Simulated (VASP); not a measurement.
# Sb (I4/mcm) in VASP: a series of runs

Runs on Sb. Level: PBEsol. Tasks: relaxation of cell and atoms, single point.

All numbers are computed with VASP 6.6.1; they aren't measurements. Logs are shortened: lines on timing, memory, paths and dates and some standing lists are left out, and cuts for length are marked.

**1. The cell of the first run**

It takes space group I4/mcm (No. 140, tetragonal). The conventional cell has a = 8.060 Å, b = 8.060 Å, c = 4.051 Å, α = 90.00°, β = 90.00°, γ = 90.00°. Within 4.1 Å of Sb (site symmetry m2m) lie 9 Sb at 3.03 to 4.05 Å.

**2. Relaxation of cell and atoms, PBEsol**

File INCAR:

```
SYSTEM = Sb
  ALGO = Normal
  EDIFF = 1E-6
  EDIFFG = -0.005
  ENCUT = 600
  GGA = PS
  IBRION = 2
  ISIF = 3
  ISMEAR = 0
  LASPH = .True.
  LCHARG = .False.
  LREAL = .False.
  LWAVE = .False.
  NELM = 100
  NSW = 100
  PREC = Accurate
  SIGMA = 0.1
```

File KPOINTS:

```
k-points
0
Gamma
  12 12 12
  0 0 0
```

File POSCAR:

```
Sb
1.0
   -4.0300106443      4.0300106443      2.0254867038
    4.0300106443     -4.0300106443      2.0254867038
    4.0300106443      4.0300106443     -2.0254867038
Sb
4
Direct
    0.3487369400      0.1512630600      0.5000000000
    0.8487369400      0.3487369400      0.1974738800
    0.6512630600      0.8487369400      0.5000000000
    0.1512630600      0.6512630600      0.8025261200
```

Potentials or basis: VASP PAW PBE potentials, release 64 (Sb).

The run is started by

```bash
$ cat potpaw_PBE.64/Sb/POTCAR > POTCAR
$ mpirun -np 1 vasp_std > vasp.out
```

OUTCAR:

```text
SYSTEM = Sb
   EDIFF = 1E-6
   EDIFFG = -0.005
   ENCUT = 600
   GGA = PS
   IBRION = 2
   ISIF = 3
   ISMEAR = 0
   LASPH = .True.
   LREAL = .False.
   NELM = 100
   NSW = 100
   PREC = Accurate

 ion  position               nearest neighbor table
   1  0.349  0.151  0.500-   3 3.03   3 3.03   4 3.17   2 3.17   2 3.17   4 3.17   3 3.45
   2  0.849  0.349  0.197-   4 3.03   4 3.03   3 3.17   1 3.17   1 3.17   3 3.17   4 3.45
   3  0.651  0.849  0.500-   1 3.03   1 3.03   4 3.17   2 3.17   4 3.17   2 3.17   1 3.45
   4  0.151  0.651  0.803-   2 3.03   2 3.03   1 3.17   3 3.17   1 3.17   3 3.17   2 3.45

  LATTYP: Found a body centered tetragonal cell.
 ALAT       =     8.0600212886
 C/A-ratio  =     0.5026008322

  Lattice vectors:

 A1 = (  -4.0300106443,   4.0300106443,   2.0254867038)
 A2 = (   4.0300106443,  -4.0300106443,   2.0254867038)
 A3 = (   4.0300106443,   4.0300106443,  -2.0254867038)

Analysis of symmetry for initial positions (statically):
=====================================================================
 Subroutine PRICEL returns:
 Original cell was already a primitive cell.

 Routine SETGRP: Setting up the symmetry group for a
 body centered tetragonal supercell.

 Subroutine GETGRP returns: Found 16 space group operations
 (whereof  8 operations were pure point group operations)
 out of a pool of 16 trial point group operations.

The static configuration has the point symmetry C_4h.
 The point group associated with its full space group is D_4h.

Analysis of symmetry for dynamics (positions and initial velocities):
=====================================================================
 Subroutine PRICEL returns:
 Original cell was already a primitive cell.

 Routine SETGRP: Setting up the symmetry group for a
 body centered tetragonal supercell.

 Subroutine GETGRP returns: Found 16 space group operations
 (whereof  8 operations were pure point group operations)
 out of a pool of 16 trial point group operations.

The dynamic configuration has the point symmetry C_4h.
 The point group associated with its full space group is D_4h.

 Subroutine INISYM returns: Found 16 space group operations
 (whereof  8 operations are pure point group operations),
 and found     1 'primitive' translations

----------------------------------------------------------------------------------------

                                     Primitive cell

  volume of cell :     131.5836

  direct lattice vectors                    reciprocal lattice vectors
    -4.030010644  4.030010644  2.025486704     0.000000000  0.124069151  0.246854249
     4.030010644 -4.030010644  2.025486704     0.124069151  0.000000000  0.246854249
     4.030010644  4.030010644 -2.025486704     0.124069151  0.124069151  0.000000000

  length of vectors
     6.048517833  6.048517833  6.048517833     0.276279161  0.276279161  0.175460276

  position of ions in fractional coordinates (direct lattice)
     0.348736940  0.151263060  0.500000000
     0.848736940  0.348736940  0.197473880
     0.651263060  0.848736940  0.500000000
     0.151263060  0.651263060  0.802526120

  ion indices of the primitive-cell ions
   primitive index   ion index
                 1           1
                 2           2
                 3           3
                 4           4

----------------------------------------------------------------------------------------

 KPOINTS: k-points

Automatic generation of k-mesh.
 Grid dimensions read from file:
 generate k-points for:   12   12   12

 Generating k-lattice:

  Cartesian coordinates                     Fractional coordinates (reciprocal lattice)
     0.000000000  0.010339096  0.020571187     0.083333333  0.000000000 -0.000000000
     0.010339096  0.000000000  0.020571187     0.000000000  0.083333333 -0.000000000
     0.010339096  0.010339096  0.000000000     0.000000000  0.000000000  0.083333333

  Length of vectors
     0.023023263  0.023023263  0.014621690

  Shift w.r.t. Gamma in fractional coordinates (k-lattice)
     0.000000000  0.000000000  0.000000000

 Subroutine IBZKPT returns following result:
 ===========================================

 Found    163 irreducible k-points:

 Following reciprocal coordinates:
            Coordinates               Weight
  0.000000  0.000000  0.000000      1.000000
  0.083333  0.000000  0.000000      8.000000
  0.166667  0.000000  0.000000      8.000000
  0.250000 -0.000000  0.000000      8.000000
  0.333333  0.000000  0.000000      8.000000
  0.416667  0.000000  0.000000      8.000000
[... 16 lines left out ...]
  0.500000  0.166667  0.000000     16.000000
 -0.416667  0.166667  0.000000     16.000000
 [... further k-points ...]
   k-points           NKPTS =    163   k-points in BZ     NKDIM =    163   number of bands    NBANDS=     14
   number of dos      NEDOS =    301   number of ions     NIONS =      4
   total plane-waves  NPLWV = 110592
   dimension x,y,z NGX =    48 NGY =   48 NGZ =   48
   dimension x,y,z NGXF=    96 NGYF=   96 NGZF=   96
   ions per type =               4
   NGX,Y,Z   is equivalent  to a cutoff of  13.19, 13.19, 13.19 a.u.
   NGXF,Y,Z  is equivalent  to a cutoff of  26.39, 26.39, 26.39 a.u.
 SYSTEM =  Sb
   PREC   = accura    normal or accurate (medium, high low for compatibility)
   ISTART =      0    job   : 0-new  1-cont  2-samecut
   ICHARG =      2    charge: 1-file 2-atom 10-const
   ISPIN  =      1    spin polarized calculation?
   LNONCOLLINEAR =      F non collinear calculations
   LSORBIT =      F    spin-orbit coupling
   LASPH  =      T    aspherical Exc in radial PAW
   ENCUT  =  600.0 eV  44.10 Ry    6.64 a.u.  12.08 12.08 12.08*2*pi/ulx,y,z
   NELM   =    100;   NELMIN=  2; NELMDL= -5     # of ELM steps
   EDIFF  = 0.1E-05   stopping-criterion for ELM
   LREAL  =      F    real-space projection
   EDIFFG = -.5E-02   stopping-criterion for IOM
   NSW    =    100    number of steps for IOM
   IBRION =      2    ionic relax: 0-MD 1-quasi-New 2-CG
   NFREE  =      1    steps in history (QN), initial steepest desc. (CG)
   ISIF   =      3    stress and relaxation
   ISYM   =      2    0-nonsym 1-usesym 2-fastsym
   POTIM  = 0.5000    time-step for ionic-motion
   TEBEG  =    0.0;   TEEND  =   0.0 temperature during run
   PSTRESS=    0.0 pullay stress
   NELECT =      20.0000    total number of electrons
   NUPDOWN=      -1.0000    fix difference up-down
   EMIN   =  10.00;   EMAX   =-10.00  energy-range for DOS
   EFERMI =   0.00;   METHOD = LEGACY
   ISMEAR =     0;   SIGMA  =   0.10  broadening in eV -4-tet -1-fermi 0-gaus
   EFERMI_NEDOS =   21; number of points for ismear=-14 and -15
   IALGO  =     38    algorithm
   IMIX   =      4    mixing-type and parameters
     AMIX     =   0.40;   BMIX     =  1.00
     AMIX_MAG =   1.60;   BMIX_MAG =  1.00
  volume/ion in A,a.u.               =      32.90       221.99
  Fermi-wavevector in a.u.,A,eV,Ry     =   0.873677  1.651010 10.385484  0.763312
  Thomas-Fermi vector in A             =   1.993101
   LORBIT       =      0    0 simple, 1 ext, 2 COOP (PROOUT), +10 PAW based schemes
   GGA     = PS    functional components
   LHFCALC =     F    Hartree Fock is set to
   AEXX    =    0.0000 exact exchange contribution
   IVDW    =     0    specifies the selected vdW correction
   LEPSILON=     F    determine dielectric tensor
   LRPA    =     F    only Hartree local field effects (RPA)
 conjugate gradient relaxation of ions
 non-spin polarized calculation
 Gauss-broadening in eV      SIGMA  =   0.10
  energy-cutoff  :      600.00
  volume of cell :      131.58
 maximum number of plane-waves:      4416
   NGX = 25   NGY = 25   NGZ = 25

--------------------------------------- Ionic step        1  -------------------------------------------

 number of electron      20.0000002 magnetization

 Free energy of the ion-electron system (eV)
  ---------------------------------------------------
  ext. energy  EPLUGINS =         0.00000000
  ---------------------------------------------------
  free energy    TOTEN  =       -17.19331543 eV

  energy without entropy =      -17.17898806  energy(sigma->0) =      -17.18615175

------------------------ aborting loop because EDIFF is reached ----------------------------------------

  FORCE on cell =-STRESS in cart. coord.  units (eV):
  Direction    XX          YY          ZZ          XY          YZ          ZX
  --------------------------------------------------------------------------------------
  -------------------------------------------------------------------------------------
  Total       -0.5251302     -0.5251302     -0.6260821      0.0000000      0.0000000     -0.0000000
  in kB       -6.3940469     -6.3940469     -7.6232482      0.0000000      0.0000000     -0.0000000
  external PRESSURE =      -6.8037807 kB  Pullay stress =       0.0000000 kB
[... 289 lines left out ...]
  energy  without entropy=      -17.1848459623  energy(sigma->0) =      -17.19162186

--------------------------------------- Ionic step        9  -------------------------------------------

 number of electron      20.0000001 magnetization

 Free energy of the ion-electron system (eV)
  ---------------------------------------------------
  ext. energy  EPLUGINS =         0.00000000
  ---------------------------------------------------
  free energy    TOTEN  =       -17.19840705 eV

  energy without entropy =      -17.18483821  energy(sigma->0) =      -17.19162263

 E-fermi :   6.1404     XC(G=0):  -9.1678

 val. band max:        6.1342562412   @ k =   0.3333   0.2500   0.0833
 cond. band min:       6.1471707476   @ k =   0.3333   0.2500   0.0000
 fundamental gap:      0.0129145064
 Fermi energy:         6.1403974709

 k-point     1 :       0.0000    0.0000    0.0000
  band No.  band energies     occupation
      1      -6.5126      2.00000
      2      -3.0093      2.00000
      3      -1.8595      2.00000
      4      -1.8595      2.00000
      5       1.2282      2.00000
      6       4.4997      2.00000
      7       4.9734      2.00000
      8       5.0101      2.00000
      9       5.0101      2.00000
     10       5.1808      2.00000
     11       5.1808      2.00000
     12       5.6754      2.00000
     13       8.7352      0.00000
     14       8.7352      0.00000
[... 375 lines left out ...]
 k-point    24 :      -0.4167    0.1667    0.0000
  band No.  band energies     occupation
      1      -5.5975      2.00000
      2      -3.5735      2.00000
      3      -2.2200      2.00000
      4      -1.4656      2.00000
      5       1.5799      2.00000
      6       2.4126      2.00000
      7       3.2052      2.00000
      8       3.3713      2.00000
      9       4.0459      2.00000
     10       6.3880      0.00046
     11       7.1094      0.00000
     12       7.5566      0.00000
     13       8.0818      0.00000
     14       8.9117      0.00000

 [... further k-points ...]

------------------------ aborting loop because EDIFF is reached ----------------------------------------

  FORCE on cell =-STRESS in cart. coord.  units (eV):
  Direction    XX          YY          ZZ          XY          YZ          ZX
  --------------------------------------------------------------------------------------
  -------------------------------------------------------------------------------------
  Total       -0.0055858     -0.0055858     -0.0110746      0.0000000      0.0000000      0.0000000
  in kB       -0.0688509     -0.0688509     -0.1365066      0.0000000      0.0000000      0.0000000
  external PRESSURE =      -0.0914028 kB  Pullay stress =       0.0000000 kB
[... 19 lines left out ...]
  FREE ENERGIE OF THE ION-ELECTRON SYSTEM (eV)
  ---------------------------------------------------
  free  energy   TOTEN  =       -17.1984070455 eV

  energy  without entropy=      -17.1848382147  energy(sigma->0) =      -17.19162263

 reached required accuracy - stopping structural energy minimisation
```

It took 11 min on 1 thread of Intel Xeon 6975P-C (Granite Rapids), shared host; peak memory 0.54 GiB.

What came out:

* Free energy: -17.1984 eV
* Relaxed volume: 32.50 Å³/atom
* Relaxed cell: a = 6.021 Å, b = 6.021 Å, c = 6.021 Å, α = 96.46°, β = 96.46°, γ = 140.80°
* Space group after relaxing (to 0.1 Å): I4/mcm (No. 140)
* Energy gained by relaxing: 1.3 meV/atom
* Ionic steps: 9
* Pressure after relaxing: 0.0 GPa
* Band gap on the k mesh: zero (bands 10 and 11 overlap by 1.78 eV)

Step by step:
| step | energy change (eV) | largest force (eV/Å) | pressure (GPa) | volume (Å³) |
| --- | --- | --- | --- | --- |
| 1 | 0.0000 | 0.0855 | -0.68 | 131.58 |
| 2 | -0.0032 | 0.0249 | 0.42 | 128.94 |
| 3 | -0.0043 | 0.0464 | 0.04 | 129.81 |
| 4 | -0.0048 | 0.0293 | 0.03 | 129.83 |
| 5 | -0.0051 | 0.0033 | 0.02 | 129.85 |
| 6 | -0.0051 | 0.0042 | 0.02 | 129.85 |
| 7 | -0.0051 | 0.0039 | 0.00 | 129.93 |
| 8 | -0.0051 | 0.0036 | -0.02 | 130.00 |
| 9 | -0.0051 | 0.0018 | -0.01 | 129.98 |

Final structure:
```
Sb
1.0
    -4.01088    4.01088    2.01997
     4.01088   -4.01088    2.01997
     4.01088    4.01088   -2.01997
Sb
4
Direct
  0.34954 0.15046 0.50000
  0.84954 0.34954 0.19908
  0.65046 0.84954 0.50000
  0.15046 0.65046 0.80092
```

Levels at points of the mesh, in eV from the Fermi level:
```csv
k point,band 7,band 8,band 9,band 10,band 11,band 12,band 13,band 14
"(0.00, 0.00, 0.00)",-1.17,-1.13,-1.13,-0.96,-0.96,-0.46,2.59,2.59
"(0.50, 0.00, 0.00)",-2.32,-2.32,-1.13,-1.13,-0.49,-0.49,2.65,2.65
"(0.50, 0.50, 0.00)",-2.35,-2.33,-1.00,0.14,0.20,1.90,1.97,2.94
"(0.50, 0.50, 0.50)",-1.36,-1.36,0.08,0.83,1.84,1.92,1.92,2.07
```

Caveat: the PAW data sets were made with another functional, which shifts forces and pressure a little; spin-orbit coupling is left out, which moves the levels of the heavy elements.

(Part 1 of 2 ends here.)
